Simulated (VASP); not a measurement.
Set up this calculation in VASP 6.6.1, as the native input.

```yaml
Task: single point
Functional: r2SCAN
Potentials_or_basis: VASP PAW PBE potentials, release 64 (Pt)
Cutoff: 520 eV
k_mesh: 18 × 18 × 10
Occupations: gaussian, width 0.15 eV
Spin: no spin polarisation
Dipole_correction: no
Further_INCAR_settings: ALGO = Normal; EDIFF = 1e-06; NBANDS = 17
```

Pt:

```
Pt
1.0
     2.76067    0.00000    0.05176
    -1.38033    2.39081   -0.02588
     0.08985    0.00000    4.79213
Pt
2
Direct
  0.66667 0.33333 0.75000
  0.33333 0.66667 0.25000
```

This cell differs from its parent crystal: strain +0.0375 x Voigt [0, 0, 0, 0, 1, 0].

The input as run:

POSCAR

```
Pt
1.0
    2.7606656158      0.0000000000      0.0517624803
   -1.3803328079      2.3908065546     -0.0258812401
    0.0898525125      0.0000000000      4.7921340000
Pt
2
Direct
    0.6666666667      0.3333333333      0.7500000000
    0.3333333333      0.6666666667      0.2500000000
```

INCAR.step1

```
SYSTEM = Pt
  PREC = Accurate
  ENCUT = 520
  ISMEAR = 0
  SIGMA = 0.15
  LREAL = .False.
  LASPH = .True.
  NELM = 80
  NBANDS = 17
  GGA = PE
  ALGO = Normal
  EDIFF = 1E-4
  LWAVE = .True.
  LCHARG = .False.
```

INCAR.step2

```
SYSTEM = Pt
  PREC = Accurate
  ENCUT = 520
  EDIFF = 1E-6
  ISMEAR = 0
  SIGMA = 0.15
  LREAL = .False.
  LASPH = .True.
  NELM = 80
  ALGO = Normal
  ISIF = 2
  LWAVE = .False.
  LCHARG = .False.
  METAGGA = R2SCAN
  LMIXTAU = .True.
  NBANDS = 17
  ISTART = 1
```

KPOINTS

```
regular mesh
0
Gamma
  18 18 10
  0 0 0
```

Potentials or basis: VASP PAW PBE potentials, release 64 (Pt).

The run is started by

```sh
$ cat potpaw_PBE.64/Pt/POTCAR > POTCAR
$ cp INCAR.step1 INCAR
$ mpirun -np 1 vasp_std > vasp.out
$ cp INCAR.step2 INCAR
$ mpirun -np 1 vasp_std > vasp.out
```

It gave:

The pressure is -5.7 GPa and the largest force is 0.005 eV/Å. The band gap on the k mesh is zero (bands 10 and 11 overlap by 1.30 eV).

Caveat: the cell differs from its parent crystal (strain +0.0375 x Voigt [0, 0, 0, 0, 1, 0]); the cell stands under tension; the PAW data sets were made with another functional, which shifts forces and pressure a little; spin-orbit coupling is left out, which moves the levels of the heavy elements.

Run time: 28 min on 1 thread of AMD EPYC 7R13 Processor (Zen 3), on a shared host, peak memory 0.45 GiB.
